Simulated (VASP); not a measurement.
# In (I4/mmm) in VASP: single point with HSE06

Aim: the single point of In with HSE06.

Everything below comes from runs of VASP 6.6.1. Logs are shortened: lines on timing, memory, paths and dates and some standing lists are left out, and cuts for length are marked.

### 1 The cell of the first run

It takes space group I4/mmm (No. 139, tetragonal). The conventional cell has a = 3.346 Å, b = 3.346 Å, c = 4.763 Å, α = 90.00°, β = 90.00°, γ = 90.00°. In (site symmetry 4/mmm) has 12 In at 3.35 to 3.36 Å within 4.4 Å.

### 2 Single point, HSE06 (26.66 Å³/atom)

The input, POSCAR:

```
In
1.0
   -1.6729575750      1.6729575750      2.3817125974
    1.6729575750     -1.6729575750      2.3817125974
    1.6729575750      1.6729575750     -2.3817125974
In
1
Direct
    0.0000000000      0.0000000000      0.0000000000
```

The input, INCAR.step1:

```
PREC = Accurate ; ENCUT = 520
EDIFF = 1E-5 ; ISMEAR = 0
SIGMA = 0.05 ; LREAL = F
LASPH = T ; NELM = 80
ALGO = Normal ; ISIF = 2
LWAVE = T ; LCHARG = F
NBANDS = 12 ; GGA = PE
KPAR = 8
```

The input, INCAR.step2:

```
PREC = Accurate ; ENCUT = 520
EDIFF = 1E-6 ; ISMEAR = 0
SIGMA = 0.05 ; LREAL = F
LASPH = T ; NELM = 80
ALGO = Normal ; ISIF = 2
LWAVE = F ; LCHARG = F
GGA = PE ; LHFCALC = T
HFSCREEN = 0.2079 ; PRECFOCK = Normal
NBANDS = 12 ; ISTART = 1
KPAR = 8
```

The input, KPOINTS:

```
Automatic mesh
0
Gamma
  10 10 10
```

Potentials or basis: VASP PAW PBE potentials, release 64 (In_d).

The run is started by

```console
$ cat potpaw_PBE.64/In_d/POTCAR > POTCAR
$ cp INCAR.step1 INCAR
$ mpirun -np 8 vasp_std > vasp.out
$ cp INCAR.step2 INCAR
$ mpirun -np 8 vasp_std > vasp.out
```

OUTCAR:

```text
PREC = Accurate
   ENCUT = 520
   EDIFF = 1E-6
   ISMEAR = 0
   LREAL = F
   LASPH = T
   NELM = 80
   ISIF = 2
   GGA = PE
   LHFCALC = T
   HFSCREEN = 0.2079
   PRECFOCK = Normal
   ISTART = 1

 ion  position               nearest neighbor table
   1  0.000  0.000  0.000-

  LATTYP: Found a body centered tetragonal cell.
 ALAT       =     3.3459151500
 C/A-ratio  =     1.4236539127

  Lattice vectors:

 A1 = (  -1.6729575750,   1.6729575750,   2.3817125974)
 A2 = (   1.6729575750,  -1.6729575750,   2.3817125974)
 A3 = (   1.6729575750,   1.6729575750,  -2.3817125974)

Analysis of symmetry for initial positions (statically):
=====================================================================
 Subroutine PRICEL returns:
 Original cell was already a primitive cell.

 Routine SETGRP: Setting up the symmetry group for a
 body centered tetragonal supercell.

 Subroutine GETGRP returns: Found 16 space group operations
 (whereof 16 operations were pure point group operations)
 out of a pool of 16 trial point group operations.

The static configuration has the point symmetry D_4h.

Analysis of symmetry for dynamics (positions and initial velocities):
=====================================================================
 Subroutine PRICEL returns:
 Original cell was already a primitive cell.

 Routine SETGRP: Setting up the symmetry group for a
 body centered tetragonal supercell.

 Subroutine GETGRP returns: Found 16 space group operations
 (whereof 16 operations were pure point group operations)
 out of a pool of 16 trial point group operations.

The dynamic configuration has the point symmetry D_4h.

 Subroutine INISYM returns: Found 16 space group operations
 (whereof 16 operations are pure point group operations),
 and found     1 'primitive' translations

----------------------------------------------------------------------------------------

                                     Primitive cell

  volume of cell :      26.6636

  direct lattice vectors                    reciprocal lattice vectors
    -1.672957575  1.672957575  2.381712597     0.000000000  0.298871895  0.209932970
     1.672957575 -1.672957575  2.381712597     0.298871895  0.000000000  0.209932970
     1.672957575  1.672957575 -2.381712597     0.298871895  0.298871895  0.000000000

  length of vectors
     3.357101278  3.357101278  3.357101278     0.365234529  0.365234529  0.422668687

  position of ions in fractional coordinates (direct lattice)
     0.000000000  0.000000000  0.000000000

  ion indices of the primitive-cell ions
   primitive index   ion index
                 1           1

----------------------------------------------------------------------------------------

 KPOINTS: Automatic mesh

Automatic generation of k-mesh.
 Grid dimensions read from file:
 generate k-points for:   10   10   10

 Generating k-lattice:

  Cartesian coordinates                     Fractional coordinates (reciprocal lattice)
     0.000000000  0.029887189  0.020993297     0.100000000  0.000000000 -0.000000000
     0.029887189  0.000000000  0.020993297     0.000000000  0.100000000 -0.000000000
     0.029887189  0.029887189  0.000000000     0.000000000  0.000000000  0.100000000

  Length of vectors
     0.036523453  0.036523453  0.042266869

  Shift w.r.t. Gamma in fractional coordinates (k-lattice)
     0.000000000  0.000000000  0.000000000

 Subroutine IBZKPT returns following result:
 ===========================================

 Found    102 irreducible k-points:

 Following reciprocal coordinates:
            Coordinates               Weight
  0.000000  0.000000  0.000000      1.000000
  0.100000  0.000000 -0.000000      8.000000
  0.200000  0.000000 -0.000000      8.000000
  0.300000  0.000000 -0.000000      8.000000
  0.400000  0.000000 -0.000000      8.000000
  0.500000  0.000000 -0.000000      4.000000
[... 16 lines left out ...]
  0.300000  0.300000 -0.000000      8.000000
  0.400000  0.300000 -0.000000     16.000000
 [... further k-points ...]
   k-points           NKPTS =    102   k-points in BZ     NKDIM =   1000   number of bands    NBANDS=     12
   number of dos      NEDOS =    301   number of ions     NIONS =      1
   total plane-waves  NPLWV =  21952
   dimension x,y,z NGX =    28 NGY =   28 NGZ =   28
   dimension x,y,z NGXF=    56 NGYF=   56 NGZF=   56
   ions per type =               1
   NGX,Y,Z   is equivalent  to a cutoff of  13.87, 13.87, 13.87 a.u.
   NGXF,Y,Z  is equivalent  to a cutoff of  27.73, 27.73, 27.73 a.u.
 SYSTEM =  unknown system
   PREC   = accura    normal or accurate (medium, high low for compatibility)
   ISTART =      1    job   : 0-new  1-cont  2-samecut
   ICHARG =      0    charge: 1-file 2-atom 10-const
   ISPIN  =      1    spin polarized calculation?
   LNONCOLLINEAR =      F non collinear calculations
   LSORBIT =      F    spin-orbit coupling
   LASPH  =      T    aspherical Exc in radial PAW
   ENCUT  =  520.0 eV  38.22 Ry    6.18 a.u.   6.24  6.24  6.24*2*pi/ulx,y,z
   NELM   =     80;   NELMIN=  2; NELMDL=  0     # of ELM steps
   EDIFF  = 0.1E-05   stopping-criterion for ELM
   LREAL  =      F    real-space projection
   EDIFFG = 0.1E-04   stopping-criterion for IOM
   NSW    =      0    number of steps for IOM
   IBRION =     -1    ionic relax: 0-MD 1-quasi-New 2-CG
   NFREE  =      0    steps in history (QN), initial steepest desc. (CG)
   ISIF   =      2    stress and relaxation
   ISYM   =      3    0-nonsym 1-usesym 2-fastsym
   POTIM  = 0.5000    time-step for ionic-motion
   TEBEG  =    0.0;   TEEND  =   0.0 temperature during run
   PSTRESS=    0.0 pullay stress
   NELECT =      13.0000    total number of electrons
   NUPDOWN=      -1.0000    fix difference up-down
   EMIN   =  10.00;   EMAX   =-10.00  energy-range for DOS
   EFERMI =   0.00;   METHOD = LEGACY
   ISMEAR =     0;   SIGMA  =   0.05  broadening in eV -4-tet -1-fermi 0-gaus
   EFERMI_NEDOS =   21; number of points for ismear=-14 and -15
   IALGO  =     38    algorithm
   IMIX   =      1    mixing-type and parameters
     AMIX     =   0.40;   BMIX     =  1.00
     AMIX_MAG =   1.60;   BMIX_MAG =  1.00
  volume/ion in A,a.u.               =      26.66       179.94
  Fermi-wavevector in a.u.,A,eV,Ry     =   1.288495  2.434903 22.588671  1.660220
  Thomas-Fermi vector in A             =   2.420446
   LORBIT       =      0    0 simple, 1 ext, 2 COOP (PROOUT), +10 PAW based schemes
   GGA     = PE    functional components
   LHFCALC =     T    Hartree Fock is set to
   PRECFOCK=normal    Normal, Fast or Accurate (Low or Medium for compatibility)
   ENCUT4O =  -1.0   cutoff for four orbital integrals eV
   NKREDX  =     1    reduce k-point grid by
   NKREDY  =     1    reduce k-point grid by
   NKREDZ  =     1    reduce k-point grid by
   AEXX    =    0.2500 exact exchange contribution
   HFSCREEN=    0.2079 screening length (either q_TF or 0.3 A-1)
   HFSCREENC=   0.2079 screening length for correlation (either q_TF or 0.3 A-1)
   ENCUTFOCK=  -1.0 apply spherical cutoff to Coloumb kernel
   IVDW    =     0    specifies the selected vdW correction
   LEPSILON=     F    determine dielectric tensor
   LRPA    =     F    only Hartree local field effects (RPA)
 non-spin polarized calculation
 Gauss-broadening in eV      SIGMA  =   0.05
  energy-cutoff  :      520.00
  volume of cell :       26.66
 maximum number of plane-waves:       732
 NGX is ok and might be reduce to    28
  NGX = 20; NGY = 20; NGZ = 20

 number of electron      13.0000002 magnetization

 Free energy of the ion-electron system (eV)
  ---------------------------------------------------
  ext. energy  EPLUGINS =         0.00000000
  ---------------------------------------------------
  free energy    TOTEN  =        -2.92099130 eV

  energy without entropy =       -2.92054051  energy(sigma->0) =       -2.92076591

 E-fermi :   7.2139     XC(G=0):  -8.4172

 val. band max:        7.2095098737   @ k =  -0.4000  -0.4000   0.1000
 cond. band min:       7.4653608202   @ k =   0.5000   0.3000  -0.0000
 fundamental gap:      0.2558509465
 Fermi energy:         7.2138519928

 k-point     1 :       0.0000    0.0000    0.0000
  band No.  band energies     occupation
      1      -9.4028      2.00000
      2      -9.3955      2.00000
      3      -9.3955      2.00000
      4      -9.2356      2.00000
      5      -9.2247      2.00000
      6      -3.3923      2.00000
      7      18.6153      0.00000
      8      18.6153      0.00000
      9      18.6330      0.00000
     10      19.4863      0.00000
     11      21.8882      0.00000
     12      21.8966      0.00000

 k-point     2 :       0.1000    0.0000   -0.0000
  band No.  band energies     occupation
      1      -9.4013      2.00000
      2      -9.3838      2.00000
      3      -9.3796      2.00000
      4      -9.2364      2.00000
      5      -9.2263      2.00000
      6      -3.1489      2.00000
      7      16.1134      0.00000
      8      18.2143      0.00000
      9      18.2250      0.00000
     10      19.2718      0.00000
     11      22.5832      0.00000
     12      22.5918      0.00000

 k-point     3 :       0.2000    0.0000   -0.0000
  band No.  band energies     occupation
      1      -9.4118      2.00000
      2      -9.3608      2.00000
      3      -9.3548      2.00000
      4      -9.2196      2.00000
      5      -9.2134      2.00000
      6      -2.4091      2.00000
      7      12.4851      0.00000
      8      17.4892      0.00000
      9      17.5393      0.00000
     10      19.1320      0.00000
     11      22.5590      0.00000
     12      22.8096      0.00000

 k-point     4 :       0.3000    0.0000   -0.0000
  band No.  band energies     occupation
      1      -9.4316      2.00000
      2      -9.3667      2.00000
      3      -9.3588      2.00000
      4      -9.1627      2.00000
      5      -9.1617      2.00000
      6      -1.1559      2.00000
      7       9.0023      0.00000
      8      16.8677      0.00000
      9      16.9580      0.00000
     10      18.9694      0.00000
     11      21.4076      0.00000
     12      21.5972      0.00000

 k-point     5 :       0.4000    0.0000   -0.0000
  band No.  band energies     occupation
      1      -9.4519      2.00000
      2      -9.3841      2.00000
      3      -9.3758      2.00000
      4      -9.1052      2.00000
      5      -9.1030      2.00000
      6       0.6098      2.00000
      7       5.8317      2.00000
      8      16.4644      0.00000
      9      16.5869      0.00000
     10      18.8182      0.00000
     11      20.6210      0.00000
     12      20.7665      0.00000
[... 228 lines left out ...]
      1      -9.4867      2.00000
      2      -9.3508      2.00000
      3      -9.2537      2.00000
      4      -9.2329      2.00000
      5      -9.1431      2.00000
      6      -1.1587      2.00000
      7      11.9131      0.00000
      8      14.1398      0.00000
      9      14.6782      0.00000
     10      16.8059      0.00000
     11      18.4022      0.00000
     12      26.0117      0.00000

 k-point    22 :      -0.2000    0.2000    0.0000
  band No.  band energies     occupation
      1      -9.4690      2.00000
      2      -9.3120      2.00000
      3      -9.2828      2.00000
      4      -9.2807      2.00000
      5      -9.1837      2.00000
      6      -2.0773      2.00000
      7      14.9009      0.00000
      8      14.9268      0.00000
      9      15.6237      0.00000
     10      17.0162      0.00000
     11      18.1525      0.00000
     12      26.3957      0.00000

 k-point    23 :       0.3000    0.3000   -0.0000
  band No.  band energies     occupation
      1      -9.4473      2.00000
      2      -9.2932      2.00000
      3      -9.2353      2.00000
      4      -9.2296      2.00000
      5      -9.1567      2.00000
      6       2.5424      2.00000
      7       7.8131      0.00000
      8       7.8287      0.00000
      9      14.4513      0.00000
     10      16.7855      0.00000
     11      24.8027      0.00000
     12      25.0984      0.00000

 k-point    24 :       0.4000    0.3000   -0.0000
  band No.  band energies     occupation
      1      -9.4888      2.00000
      2      -9.3388      2.00000
      3      -9.2086      2.00000
      4      -9.2045      2.00000
      5      -9.0976      2.00000
      6       4.1994      2.00000
      7       5.6277      2.00000
      8       8.4486      0.00000
      9      13.3835      0.00000
     10      16.1046      0.00000
     11      23.2710      0.00000
     12      25.6238      0.00000

 [... further k-points ...]

------------------------ aborting loop because EDIFF is reached ----------------------------------------

  FORCE on cell =-STRESS in cart. coord.  units (eV):
  Direction    XX          YY          ZZ          XY          YZ          ZX
  --------------------------------------------------------------------------------------
  -------------------------------------------------------------------------------------
  Total       -0.0401919     -0.0401919     -0.0319159      0.0000000      0.0000000      0.0000000
  in kB       -2.4150700     -2.4150700     -1.9177769      0.0000000      0.0000000      0.0000000
  external PRESSURE =      -2.2493056 kB  Pullay stress =       0.0000000 kB

 VOLUME and BASIS-vectors are now :
 -----------------------------------------------------------------------------
  energy-cutoff  :      520.00
  volume of cell :       26.66
      direct lattice vectors                 reciprocal lattice vectors
    -1.672957575  1.672957575  2.381712597     0.000000000  0.298871895  0.209932970
     1.672957575 -1.672957575  2.381712597     0.298871895  0.000000000  0.209932970
     1.672957575  1.672957575 -2.381712597     0.298871895  0.298871895  0.000000000

 POSITION                                       TOTAL-FORCE (eV/Angst)
 -----------------------------------------------------------------------------------
      0.00000      0.00000      0.00000         0.000000      0.000000     -0.000000
 -----------------------------------------------------------------------------------
    total drift:                               -0.000000     -0.000000     -0.000002

  FREE ENERGIE OF THE ION-ELECTRON SYSTEM (eV)
  ---------------------------------------------------
  free  energy   TOTEN  =        -2.9209913024 eV

  energy  without entropy=       -2.9205405147  energy(sigma->0) =       -2.92076591
```

Run time: 39 min. Hardware: 8 MPI ranks of Intel Xeon Platinum 8488C (Sapphire Rapids), shared host; peak memory 0.32 GiB.

What came out:

```yaml
Free_energy: -2.9210 eV
Pressure: -0.2 GPa
Band_gap_on_the_k_mesh: zero (an odd number of electrons rules out a gap without spin polarisation)
```

Caveat: the PAW data sets were made with another functional, which shifts forces and pressure a little; spin-orbit coupling is left out, which moves the levels of the heavy elements.

The gap in the log of VASP goes by the Fermi energy; the results here count the filled bands.